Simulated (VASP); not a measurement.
# Co (P6/mmm) in VASP: single point with PBE

Aim: the single point of Co with PBE.

Program: VASP 6.6.1. These are calculated values, not measurements. Logs are shortened: lines on timing, memory, paths and dates and some standing lists are left out, and cuts for length are marked.

## (1) The cell of the first run

It takes space group P6/mmm (No. 191, hexagonal). Conventional cell: a = 3.846 Å, b = 3.846 Å, c = 2.359 Å, α = 90.00°, β = 90.00°, γ = 120.00°. Within 3.1 Å of Co (site symmetry 6/mmm) lie 14 Co at 2.36 to 2.51 Å. Within 2.9 Å of Co (site symmetry -6m2) lie 11 Co at 2.22 to 2.51 Å.

## (2) Single point, PBE, collinear spin, ferromagnetic start

INCAR reads:

```
PREC = Accurate
ENCUT = 520
EDIFF = 1E-6
ISMEAR = -1
SIGMA = 0.1
LREAL = F
LASPH = T
NELM = 150
ALGO = Normal
ISIF = 2
LWAVE = F
LCHARG = T
ISPIN = 2
MAGMOM = 1.7 1.7 1.7
LORBIT = 11
LMAXMIX = 4
GGA = PE
LELF = T
LVHAR = T
NBANDS = 24
```

KPOINTS reads:

```
regular mesh
0
Gamma
  10 10 13
```

POSCAR reads:

```
Co
1.0
    3.8460274224      0.0000000000      0.0000000000
   -1.9230137112      3.3307574515      0.0000000000
    0.0000000000      0.0000000000      2.3588179315
Co
3
Direct
    0.0000000000      0.0000000000      0.0000000000
    0.3333333333      0.6666666667      0.5000000000
    0.6666666667      0.3333333333      0.5000000000
```

Potentials or basis: VASP PAW PBE potentials, release 64 (Co).

Command:

```console
$ cat potpaw_PBE.64/Co/POTCAR > POTCAR
$ mpirun -np 1 vasp_std > vasp.out
```

OUTCAR:

```text
PREC = Accurate
   ENCUT = 520
   EDIFF = 1E-6
   ISMEAR = -1
   LREAL = F
   LASPH = T
   NELM = 150
   ISIF = 2
   ISPIN = 2
   LORBIT = 11
   GGA = PE

 ion  position               nearest neighbor table
   1  0.000  0.000  0.000-   2 2.51   3 2.51   2 2.51   3 2.51   3 2.51   3 2.51   2 2.51   2 2.51
                             3 2.51   3 2.51   2 2.51   2 2.51
   2  0.333  0.667  0.500-   3 2.22   3 2.22   3 2.22   1 2.51   1 2.51   1 2.51   1 2.51   1 2.51
                             1 2.51
   3  0.667  0.333  0.500-   2 2.22   2 2.22   2 2.22   1 2.51   1 2.51   1 2.51   1 2.51   1 2.51
                             1 2.51

  LATTYP: Found a hexagonal cell.
 ALAT       =     3.8460274224
 C/A-ratio  =     0.6133128219

  Lattice vectors:

 A1 = (   3.8460274224,   0.0000000000,   0.0000000000)
 A2 = (  -1.9230137112,   3.3307574515,   0.0000000000)
 A3 = (   0.0000000000,   0.0000000000,   2.3588179315)

Analysis of symmetry for initial positions (statically):
=====================================================================
 Subroutine PRICEL returns:
 Original cell was already a primitive cell.

 Routine SETGRP: Setting up the symmetry group for a
 hexagonal supercell.

 Subroutine GETGRP returns: Found 24 space group operations
 (whereof 24 operations were pure point group operations)
 out of a pool of 24 trial point group operations.

The static configuration has the point symmetry D_6h.

Analysis of symmetry for dynamics (positions and initial velocities):
=====================================================================
 Subroutine PRICEL returns:
 Original cell was already a primitive cell.

 Routine SETGRP: Setting up the symmetry group for a
 hexagonal supercell.

 Subroutine GETGRP returns: Found 24 space group operations
 (whereof 24 operations were pure point group operations)
 out of a pool of 24 trial point group operations.

The dynamic configuration has the point symmetry D_6h.

Analysis of structural, dynamic, and magnetic symmetry:
=====================================================================
 Subroutine PRICEL returns:
 Original cell was already a primitive cell.

 Routine SETGRP: Setting up the symmetry group for a
 hexagonal supercell.

 Subroutine GETGRP returns: Found 24 space group operations
 (whereof 24 operations were pure point group operations)
 out of a pool of 24 trial point group operations.

The overall configuration has the point symmetry D_6h.

 Subroutine INISYM returns: Found 24 space group operations
 (whereof 24 operations are pure point group operations),
 and found     1 'primitive' translations

[... 117 lines left out ...]
  volume/ion in A,a.u.               =      10.07        67.97
  Fermi-wavevector in a.u.,A,eV,Ry     =   1.576810  2.979740 33.828589  2.486331
  Thomas-Fermi vector in A             =   2.677587
   LORBIT       =     11    0 simple, 1 ext, 2 COOP (PROOUT), +10 PAW based schemes
   GGA     = PE    functional components
   LHFCALC =     F    Hartree Fock is set to
   AEXX    =    0.0000 exact exchange contribution
   IVDW    =     0    specifies the selected vdW correction
   LEPSILON=     F    determine dielectric tensor
   LRPA    =     F    only Hartree local field effects (RPA)
 spin polarized calculation
  energy-cutoff  :      520.00
  volume of cell :       30.22
 maximum number of plane-waves:       826
 NGX is ok and might be reduce to    30
   NGX = 15   NGY = 15   NGZ =  9

 number of electron      26.9999976 magnetization       4.7233952

 Free energy of the ion-electron system (eV)
  ---------------------------------------------------
  ext. energy  EPLUGINS =         0.00000000
  ---------------------------------------------------
  free energy    TOTEN  =       -20.72065533 eV

  energy without entropy =      -20.64173616  energy(sigma->0) =      -20.68119575

 E-fermi :  11.4763     XC(G=0): -13.8382

 val. band max:       11.4761320353   @ k =   0.3000   0.1000   0.0769
 cond. band min:      11.4763469721   @ k =   0.3000   0.3000   0.1538
 fundamental gap:      0.0002149368
 Fermi energy:        11.4763064859

 spin component 1

 k-point     1 :       0.0000    0.0000    0.0000
  band No.  band energies     occupation
      1       2.0030      1.00000
      2       6.3583      1.00000
      3       7.7687      1.00000
      4       7.7687      1.00000
      5       7.8107      1.00000
      6       7.8107      1.00000
[... 637 lines left out ...]
     23      30.6918      0.00000
     24      31.2299      0.00000

 [... further k-points ...]

 spin component 2

 k-point     1 :       0.0000    0.0000    0.0000
  band No.  band energies     occupation
      1       2.0407      1.00000
      2       7.4658      1.00000
      3       8.8540      1.00000
      4       8.8540      1.00000
      5       8.8797      1.00000
      6       8.8797      1.00000
[... 637 lines left out ...]
     23      31.0236      0.00000
     24      31.4568      0.00000

 [... further k-points ...]
[... 5 lines left out ...]
  --------------------------------------------------------------------------------------
  -------------------------------------------------------------------------------------
  Total        4.2569991      4.2569991      4.2790893     -0.0000000     -0.0000000      0.0000000
  in kB      225.7170368    225.7170368    226.8883155     -0.0000000     -0.0000000      0.0000000
  external PRESSURE =     226.1074631 kB  Pullay stress =       0.0000000 kB

 VOLUME and BASIS-vectors are now :
 -----------------------------------------------------------------------------
  energy-cutoff  :      520.00
  volume of cell :       30.22
      direct lattice vectors                 reciprocal lattice vectors
     3.846027422  0.000000000  0.000000000     0.260008547  0.150116004  0.000000000
    -1.923013711  3.330757451  0.000000000     0.000000000  0.300232009  0.000000000
     0.000000000  0.000000000  2.358817931     0.000000000  0.000000000  0.423941156

 POSITION                                       TOTAL-FORCE (eV/Angst)
 -----------------------------------------------------------------------------------
      0.00000      0.00000      0.00000        -0.000000     -0.000000      0.000000
     -0.00000      2.22050      1.17941         0.000000     -0.000000     -0.000000
      1.92301      1.11025      1.17941        -0.000000      0.000000      0.000000
 -----------------------------------------------------------------------------------
    total drift:                               -0.000000      0.000000      0.000000

  FREE ENERGIE OF THE ION-ELECTRON SYSTEM (eV)
  ---------------------------------------------------
  free  energy   TOTEN  =       -20.7206553278 eV

  energy  without entropy=      -20.6417361646  energy(sigma->0) =      -20.68119575

 total charge

# of ion       s       p       d       tot
------------------------------------------
    1        0.502   0.573   7.307   8.382
    2        0.538   0.602   7.343   8.483
    3        0.538   0.602   7.343   8.483
--------------------------------------------------
tot          1.578   1.776  21.994  25.348

 magnetization (x)

# of ion       s       p       d       tot
------------------------------------------
    1       -0.009  -0.053   1.611   1.550
    2       -0.010  -0.045   1.646   1.590
    3       -0.010  -0.045   1.646   1.590
--------------------------------------------------
tot         -0.030  -0.143   4.904   4.731
```

OSZICAR:

```text
N       E                     dE             d eps       ncg     rms          rms(c)
DAV:   1     0.156175073079E+03    0.15618E+03   -0.11431E+04  9768   0.150E+03
DAV:   2    -0.157933363247E+02   -0.17197E+03   -0.15970E+03  9488   0.279E+02
DAV:   3    -0.234918910492E+02   -0.76986E+01   -0.74717E+01 10816   0.808E+01
DAV:   4    -0.236281138482E+02   -0.13622E+00   -0.13615E+00 13144   0.905E+00
DAV:   5    -0.236307721880E+02   -0.26583E-02   -0.26582E-02 12032   0.114E+00    0.196E+01
DAV:   6    -0.214370513065E+02    0.21937E+01   -0.16267E+01 11000   0.673E+01    0.116E+01
DAV:   7    -0.265050884104E+02   -0.50680E+01   -0.31462E+01 11248   0.101E+02    0.358E+01
DAV:   8    -0.206721569991E+02    0.58329E+01   -0.24086E+01 11448   0.501E+01    0.474E+00
DAV:   9    -0.207072204842E+02   -0.35063E-01   -0.40046E-01 10680   0.663E+00    0.290E+00
DAV:  10    -0.207211981339E+02   -0.13978E-01   -0.43077E-02 12744   0.274E+00    0.129E+00
DAV:  11    -0.207195498854E+02    0.16482E-02   -0.20992E-02 14952   0.183E+00    0.666E-01
DAV:  12    -0.207205867583E+02   -0.10369E-02   -0.38565E-03 12328   0.748E-01    0.297E-01
DAV:  13    -0.207206119605E+02   -0.25202E-04   -0.10364E-03 15296   0.292E-01    0.956E-02
DAV:  14    -0.207206484481E+02   -0.36488E-04   -0.15148E-04 13584   0.145E-01    0.469E-02
DAV:  15    -0.207206598099E+02   -0.11362E-04   -0.49925E-05 13792   0.143E-01    0.311E-02
DAV:  16    -0.207206553093E+02    0.45006E-05   -0.17982E-05 10600   0.415E-02    0.192E-02
DAV:  17    -0.207206553278E+02   -0.18534E-07   -0.49604E-06  5872   0.353E-02
   1 F= -.20720655E+02 E0= -.20681196E+02  d E =-.789192E-01  mag=     4.7246
```

Run time: 1.7 min. Hardware: 1 thread of Intel Xeon Platinum 8488C (Sapphire Rapids), shared host; peak memory 0.22 GiB.

Results:

```
Free energy                                           : -20.7207 eV
Pressure                                              : 22.6 GPa
Net moment                                            : 4.72 μB per cell
Site moments                                          : Co +1.55, +1.59 μB
Valence electrons inside the program's atomic spheres : Co 8.38, 8.48
```
